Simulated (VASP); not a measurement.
Set up this calculation in VASP 6.6.1, as the native input.

* Task: single point
* Functional: r2SCAN
* Potentials or basis: VASP PAW PBE potentials, release 64 (Hf_pv, N)
* Cutoff: 520 eV
* k mesh: 11 × 11 × 11
* Occupations: fermi-dirac, width 0.1 eV
* Spin: no spin polarisation
* Dipole correction: no
* Further INCAR settings: ALGO = Normal; EDIFF = 1e-07; NBANDS = 14

HfN:

```
Hf N
1.0
     0.00000    2.24086    2.24086
     2.24086    0.00000    2.24086
     2.24086    2.24086    0.00000
Hf N
1 1
Direct
  0.00000 0.00000 0.00000
  0.50000 0.50000 0.50000
```

The input as run:

POSCAR

```
HfN
1.0
    0.0000000000      2.2408586042      2.2408586042
    2.2408586042      0.0000000000      2.2408586042
    2.2408586042      2.2408586042      0.0000000000
Hf N
1 1
Direct
    0.0000000000      0.0000000000      0.0000000000
    0.5000000000      0.5000000000      0.5000000000
```

INCAR.step1

```
PREC = Accurate ; ENCUT = 520
ISMEAR = -1 ; SIGMA = 0.1
LREAL = False ; LASPH = True
NELM = 60 ; NBANDS = 14
GGA = PE ; ALGO = Normal
EDIFF = 1E-4 ; LWAVE = True
LCHARG = False
```

INCAR.step2

```
PREC = Accurate ; ENCUT = 520
EDIFF = 1E-7 ; ISMEAR = -1
SIGMA = 0.1 ; LREAL = False
LASPH = True ; NELM = 60
ALGO = Normal ; ISIF = 2
LWAVE = False ; LCHARG = False
METAGGA = R2SCAN ; LMIXTAU = True
NBANDS = 14 ; ISTART = 1
```

KPOINTS

```
Automatic mesh
0
Gamma
  11 11 11
```

Potentials or basis: VASP PAW PBE potentials, release 64 (Hf_pv, N).

Launch:

```bash
$ cat potpaw_PBE.64/Hf_pv/POTCAR potpaw_PBE.64/N/POTCAR > POTCAR
$ cp INCAR.step1 INCAR
$ mpirun -np 1 vasp_std > vasp.out
$ cp INCAR.step2 INCAR
$ mpirun -np 1 vasp_std > vasp.out
```

It gave:

```yaml
Pressure: 6.1 GPa
```

Caveat: the PAW data sets were made with another functional, which shifts forces and pressure a little.

It took 100 s on 1 thread of AMD EPYC 7R43 64-Core Processor (Zen 3) (shared host), peak memory 0.12 GiB.
